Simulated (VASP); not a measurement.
# Ta (Im-3m) in VASP: notebook, part 2 of 2

VASP 6.6.1.

### Step 4. Single point, PBE

This run uses another cell than the first one, of 18.01 Å³/atom, 1.064 times its volume.

File INCAR:

```
PREC = Accurate
ENCUT = 500
EDIFF = 1E-6
ISMEAR = -1
SIGMA = 0.1
LREAL = False
LASPH = True
NELM = 120
ALGO = Normal
ISIF = 2
LWAVE = False
LCHARG = True
GGA = PE
LELF = True
LVHAR = True
NBANDS = 12
GGA_COMPAT = False
```

File KPOINTS:

```
regular mesh
0
Gamma
  12 12 12
```

File POSCAR:

```
Ta
1.0
   -1.6512800000      1.6512800000      1.6512800000
    1.6512800000     -1.6512800000      1.6512800000
    1.6512800000      1.6512800000     -1.6512800000
Ta
1
Direct
    0.0000000000      0.0000000000      0.0000000000
```

The run is started by

```sh
cat potpaw_PBE.64/Ta_pv/POTCAR > POTCAR
mpirun -np 1 vasp_std > vasp.out
```

Wall time 5.9 s (1 thread of Intel Xeon 6975P-C (Granite Rapids), shared host); peak memory 0.14 GiB.

The run converged. Its results:

* Free energy: -11.8284 eV
* Pressure: 3.0 GPa

Levels at points of the mesh, in eV from the Fermi level:
```csv
k point,band 2,band 3,band 4,band 5,band 6,band 7,band 8,band 9
"(0.00, 0.00, 0.00)",-33.07,-33.07,-7.92,0.73,0.73,0.73,4.01,4.01
"(0.50, 0.00, 0.00)",-33.45,-33.08,-4.38,-1.54,1.58,3.89,4.92,7.80
"(0.50, 0.50, 0.50)",-33.89,-33.89,-3.81,-3.81,6.84,6.84,6.84,8.65
```

Caveat: spin-orbit coupling is left out, which moves the levels of the heavy elements.

### Step 5. Single point, PBE

This run uses another cell than the first one, of 18.55 Å³/atom, 1.096 times its volume.

File INCAR:

```
SYSTEM = Ta
PREC     = Accurate       ! precision mode
ENCUT    = 500            ! plane-wave cutoff, eV
EDIFF    = 1E-6           ! SCF threshold, eV
ISMEAR   = -1             ! smearing method
SIGMA    = 0.1            ! smearing width, eV
LREAL    = .FALSE.        ! projectors in reciprocal space
LASPH    = .TRUE.         ! aspherical terms in the spheres
NELM     = 120            ! most SCF steps
ALGO     = Normal         ! electronic algorithm
ISIF     = 2              ! what is computed and relaxed
LWAVE    = .FALSE.        ! write WAVECAR
LCHARG   = .TRUE.         ! write CHGCAR
GGA      = PE             ! functional
LELF     = .TRUE.         ! ELF
LVHAR    = .TRUE.       
NBANDS   = 12             ! bands
GGA_COMPAT= .FALSE.
```

File KPOINTS:

```
regular mesh
0
G
  12 12 12
  0 0 0
```

File POSCAR:

```
Ta
1.0
   -1.6676303703      1.6676303703      1.6676303703
    1.6676303703     -1.6676303703      1.6676303703
    1.6676303703      1.6676303703     -1.6676303703
Ta
1
Direct
    0.0000000000      0.0000000000      0.0000000000
```

The run is started by

```sh
cat potpaw_PBE.64/Ta_pv/POTCAR > POTCAR
mpirun -np 1 vasp_std > vasp.out
```

Run time: 5.7 s. Hardware: 1 thread of Intel Xeon 6975P-C (Granite Rapids), shared host; peak memory 0.14 GiB.

It converged, with:

```yaml
Free_energy: -11.8292 eV
Pressure: -2.6 GPa
```

Levels at points of the mesh, in eV from the Fermi level:
| k point | band 2 | band 3 | band 4 | band 5 | band 6 | band 7 | band 8 | band 9 | band 10 | band 11 |
| --- | --- | --- | --- | --- | --- | --- | --- | --- | --- | --- |
| (0.00, 0.00, 0.00) | -33.19 | -33.19 | -7.81 | 0.73 | 0.73 | 0.73 | 3.90 | 3.90 | 14.60 | 14.87 |
| (0.50, 0.00, 0.00) | -33.53 | -33.19 | -4.25 | -1.46 | 1.45 | 3.77 | 4.76 | 7.51 | 11.26 | 11.80 |
| (0.50, 0.50, 0.50) | -33.93 | -33.93 | -3.63 | -3.63 | 6.60 | 6.60 | 6.60 | 8.39 | 8.39 | 8.39 |

Caveat: spin-orbit coupling is left out, which moves the levels of the heavy elements.

### Step 6. Single point, PBE

This run uses another cell than the first one, of 19.09 Å³/atom, 1.128 times its volume.

File INCAR:

```
SYSTEM = Ta
PREC = Accurate
ENCUT = 500
EDIFF = 1E-6
ISMEAR = -1
SIGMA = 0.1
LREAL = .FALSE.
LASPH = .TRUE.
NELM = 120
ALGO = Normal
ISIF = 2
LWAVE = .FALSE.
LCHARG = .TRUE.
GGA = PE
LELF = .TRUE.
LVHAR = .TRUE.
NBANDS = 12
GGA_COMPAT = .FALSE.
```

KPOINTS is that of step 5.

File POSCAR:

```
Ta
1.0
   -1.6836662614      1.6836662614      1.6836662614
    1.6836662614     -1.6836662614      1.6836662614
    1.6836662614      1.6836662614     -1.6836662614
Ta
1
Direct
    0.0000000000      0.0000000000      0.0000000000
```

Potentials or basis: VASP PAW PBE potentials, release 64 (Ta_pv).

The run is started by

```sh
cat potpaw_PBE.64/Ta_pv/POTCAR > POTCAR
mpirun -np 1 vasp_std > vasp.out
```

OUTCAR:

```text
SYSTEM = Ta
   PREC = Accurate
   ENCUT = 500
   EDIFF = 1E-6
   ISMEAR = -1
   LREAL = .FALSE.
   LASPH = .TRUE.
   NELM = 120
   ISIF = 2
   GGA = PE

 ion  position               nearest neighbor table
   1  0.000  0.000  0.000-

  LATTYP: Found a body centered cubic cell.
 ALAT       =     3.3673325228

  Lattice vectors:

 A1 = (  -1.6836662614,   1.6836662614,   1.6836662614)
 A2 = (   1.6836662614,  -1.6836662614,   1.6836662614)
 A3 = (   1.6836662614,   1.6836662614,  -1.6836662614)

Analysis of symmetry for initial positions (statically):
=====================================================================
 Subroutine PRICEL returns:
 Original cell was already a primitive cell.

 Routine SETGRP: Setting up the symmetry group for a
 body centered cubic supercell.

 Subroutine GETGRP returns: Found 48 space group operations
 (whereof 48 operations were pure point group operations)
 out of a pool of 48 trial point group operations.

The static configuration has the point symmetry O_h .

Analysis of symmetry for dynamics (positions and initial velocities):
[... 159 lines left out ...]
 val. band max:        5.0026828289   @ k =   0.1667   0.0833   0.0000
 cond. band min:       5.0431663689   @ k =  -0.1667   0.2500   0.0833
 fundamental gap:      0.0404835400
 Fermi energy:         5.0275182686

 k-point     1 :       0.0000    0.0000    0.0000
  band No.  band energies     occupation
      1     -28.2755      2.00000
      2     -28.2755      2.00000
      3     -28.2755      2.00000
      4      -2.6645      2.00000
      5       5.7548      0.00139
      6       5.7548      0.00139
      7       5.7548      0.00139
      8       8.8253      0.00000
      9       8.8253      0.00000
     10      19.7616      0.00000
     11      19.7616      0.00000
     12      19.7616      0.00000
[... 331 lines left out ...]
 k-point    24 :       0.4167    0.0833    0.0833
  band No.  band energies     occupation
      1     -29.1778      2.00000
      2     -28.6346      2.00000
      3     -28.3440      2.00000
      4       1.4773      2.00000
      5       3.5587      2.00000
      6       5.7408      0.00160
      7       8.9094      0.00000
      8       9.6698      0.00000
      9      13.1960      0.00000
     10      14.7675      0.00000
     11      17.3146      0.00000
     12      19.5268      0.00000

 [... further k-points ...]
[... 5 lines left out ...]
  --------------------------------------------------------------------------------------
  -------------------------------------------------------------------------------------
  Total       -0.8920866     -0.8920866     -0.8920866     -0.0000000     -0.0000000     -0.0000000
  in kB      -74.8668516    -74.8668516    -74.8668516     -0.0000000     -0.0000000     -0.0000000
  external PRESSURE =     -74.8668516 kB  Pullay stress =       0.0000000 kB

 VOLUME and BASIS-vectors are now :
 -----------------------------------------------------------------------------
  energy-cutoff  :      500.00
  volume of cell :       19.09
      direct lattice vectors                 reciprocal lattice vectors
    -1.683666261  1.683666261  1.683666261     0.000000000  0.296970968  0.296970968
     1.683666261 -1.683666261  1.683666261     0.296970968  0.000000000  0.296970968
     1.683666261  1.683666261 -1.683666261     0.296970968  0.296970968  0.000000000

 POSITION                                       TOTAL-FORCE (eV/Angst)
 -----------------------------------------------------------------------------------
      0.00000      0.00000      0.00000         0.000000      0.000000      0.000000
 -----------------------------------------------------------------------------------
    total drift:                                0.000000      0.000000      0.000000

  FREE ENERGIE OF THE ION-ELECTRON SYSTEM (eV)
  ---------------------------------------------------
  free  energy   TOTEN  =       -11.8122335733 eV

  energy  without entropy=      -11.7590836254  energy(sigma->0) =      -11.78565860
```

stdout:

```text
POSCAR found type information on POSCAR Ta
 POSCAR found :  1 types and       1 ions
 scaLAPACK will be used
 LDA part: xc-table for (Slater+PW92), standard interpolation
 POSCAR, INCAR and KPOINTS ok, starting setup
 FFT: planning ... GRIDC
 FFT: planning ... GRID_SOFT
 FFT: planning ... GRID
 WAVECAR not read
 entering main loop
```

Run time: 5.5 s. Hardware: 1 thread of Intel Xeon 6975P-C (Granite Rapids), shared host; peak memory 0.13 GiB.

Results:

```yaml
Free_energy: -11.8122 eV
Pressure: -7.5 GPa
```

Levels at points of the mesh, in eV from the Fermi level:
```csv
k point,band 4,band 5,band 6,band 7,band 8,band 9
"(0.00, 0.00, 0.00)",-7.69,0.73,0.73,0.73,3.80,3.80
"(0.50, 0.00, 0.00)",-4.13,-1.38,1.34,3.65,4.60,7.24
"(0.50, 0.50, 0.50)",-3.47,-3.47,6.37,6.37,6.37,8.14
```

Caveat: spin-orbit coupling is left out, which moves the levels of the heavy elements.

### Step 7. Overview

```csv
cell,gap on the mesh (eV),pressure (GPa)
"a = 2.802 Å, angles 109.5°, 1 atom",none,17.0
"a = 2.831 Å, angles 109.5°, 1 atom",none,9.5
"a = 2.860 Å, angles 109.5°, 1 atom",none,3.0
"a = 2.888 Å, angles 109.5°, 1 atom",none,-2.6
"a = 2.916 Å, angles 109.5°, 1 atom",none,-7.5
```

Alike in all rows: task single point; level PBE; potentials or basis VASP PAW PBE potentials, release 64 (Ta_pv); no spin polarisation; k mesh 12 × 12 × 12; cutoff (eV) 500; smearing fermi-dirac 0.1 eV.

Caveats: spin-orbit coupling is left out, which moves the levels of the heavy elements.

Total energies depend on the potentials used, so only differences within one code and one set of settings carry meaning.
